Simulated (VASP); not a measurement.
# BP: single point with PBE

Crystal: BP.

```
B P
1.0
     0.00000    2.19003    2.19003
     2.19003    0.00000    2.19003
     2.19003    2.19003    0.00000
B P
1 1
Direct
  0.00000 0.00000 0.00000
  0.25000 0.25000 0.25000
```

This cell differs from its parent crystal: volume changed by -10%.

```json
{
  "Program": "VASP 6.6.1",
  "Task": "single point",
  "Functional": "PBE",
  "Potentials or basis": "VASP PAW PBE potentials, release 64 (B, P)",
  "Cutoff": "520 eV",
  "k mesh": "6 × 6 × 6",
  "Occupations": "gaussian, width 0.01 eV",
  "Spin": "no spin polarisation",
  "Dipole correction": "no",
  "Further INCAR settings": "ALGO = Normal; EDIFF = 1e-06; NBANDS = 11"
}
```

The pressure is 22.5 GPa and the band gap on the k mesh is 1.10 eV, indirect (least direct gap 3.58 eV).

Levels at points of the mesh, in eV from the valence-band top:
| k point | band 2 | band 3 | band 4 | band 5 | band 6 | band 7 |
| --- | --- | --- | --- | --- | --- | --- |
| (0.00, 0.00, 0.00) | 0.00 | 0.00 | 0.00 | 3.58 | 3.58 | 3.58 |
| (0.50, 0.00, 0.00) | -9.83 | -1.88 | -1.88 | 4.44 | 4.78 | 4.78 |
| (0.50, 0.50, 0.00) | -9.15 | -4.50 | -4.50 | 1.10 | 1.56 | 13.14 |

It took 3 s on 1 thread of AMD EPYC 9R45 96-Core Processor (Zen 5), on a shared host, peak memory 0.1 GiB.

 A k mesh can miss the band edges.
